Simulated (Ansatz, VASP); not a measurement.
**Two plane-wave programs on TiO2**

File INCAR:

```
SYSTEM = TiO2
ALGO = Normal
EDIFF = 1E-6
ENCUT = 520
GGA = PE
ISIF = 2
ISMEAR = 0
LASPH = .TRUE.
LCHARG = .FALSE.
LDAU = .TRUE.
LDAUJ = 0 0
LDAUL = 2 -1
LDAUPRINT = 1
LDAUTYPE = 2
LDAUU = 4 0
LMAXMIX = 4
LREAL = .FALSE.
LWAVE = .FALSE.
NBANDS = 33
NELM = 150
PREC = Accurate
SIGMA = 0.05
```

Contents of KPOINTS:

```
k-points
0
G
  8 8 8
  0 0 0
```

POSCAR

```
TiO2
1.0
   -1.8680206176      1.8680206176      5.1049267437
    1.8680206176     -1.8680206176      5.1049267437
    1.8680206176      1.8680206176     -5.1049267437
Ti O
2 4
Direct
    0.0000000000      0.0000000000      0.0000000000
    0.7500000000      0.2500000000      0.5000000000
    0.2205655066      0.2205655066      0.0000000000
    0.9705655066      0.4705655066      0.5000000000
    0.5294344934      0.0294344934      0.5000000000
    0.7794344934      0.7794344934      0.0000000000
```

Input for Ansatz:

```yaml
crystal:
  lattice:
    - [-1.8680206176, 1.8680206176, 5.1049267437]
    - [1.8680206176, -1.8680206176, 5.1049267437]
    - [1.8680206176, 1.8680206176, -5.1049267437]
  atoms:
    - { symbol: Ti, position: [0.0, 0.0, 0.0] }
    - { symbol: Ti, position: [0.75, 0.25, 0.5] }
    - { symbol: O, position: [0.2205655066, 0.2205655066, 0.0] }
    - { symbol: O, position: [0.9705655066, 0.4705655066, 0.5] }
    - { symbol: O, position: [0.5294344934, 0.0294344934, 0.5] }
    - { symbol: O, position: [0.7794344934, 0.7794344934, 0.0] }
basis:
  ecutwfc: 520.0
kpoints:
  mp_grid: { grid: [8, 8, 8] }
hamiltonian:
  xc: pbe
  pseudopotentials: { kind: paw, azcp: { folder: soft_1 } }
  hubbard: { sites: [{ species: Ti, l: d, u_eff: 4.0 }] }
scf:
  occupations: { method: gaussian, width: 0.05 }
output:
  forces: true
  stress: true
  eigenvalues: true
```

Alike in both runs: task single point; functional PBE; k mesh 8 × 8 × 8; occupations gaussian, width 0.05 eV; no spin polarisation; Hubbard terms Ti d U = 4.0 eV.

```csv
,VASP,Ansatz
version,VASP 6.6.1,Ansatz 0.2.0
potentials or method,"VASP PAW PBE potentials, release 64 (Ti_sv, O), cutoff 520 eV","scalar-relativistic, plane waves, PAW"
valence electrons in the cell,48,48
```

|  | VASP | Ansatz | Ansatz less VASP |
| --- | --- | --- | --- |
| gap on the k mesh at the Fermi level (eV) | 2.18 | 2.07 | -0.109 |
| least direct gap on the mesh (eV) | 2.93 | 2.82 | -0.112 |
| pressure (GPa) | 5.2 | 1.0 | -4.21 |
| traceless stress, the component that is largest in VASP (GPa) | -20.93 | -17.73 | +3.198 |
| rms of the force components (eV/Å) | 0.843 | 0.849 | +0.0065 |

The programs project onto different local orbitals, so the same U acts differently, and such runs can settle in different states. Atom by atom the forces differ by 0.006 eV/Å (rms over components).
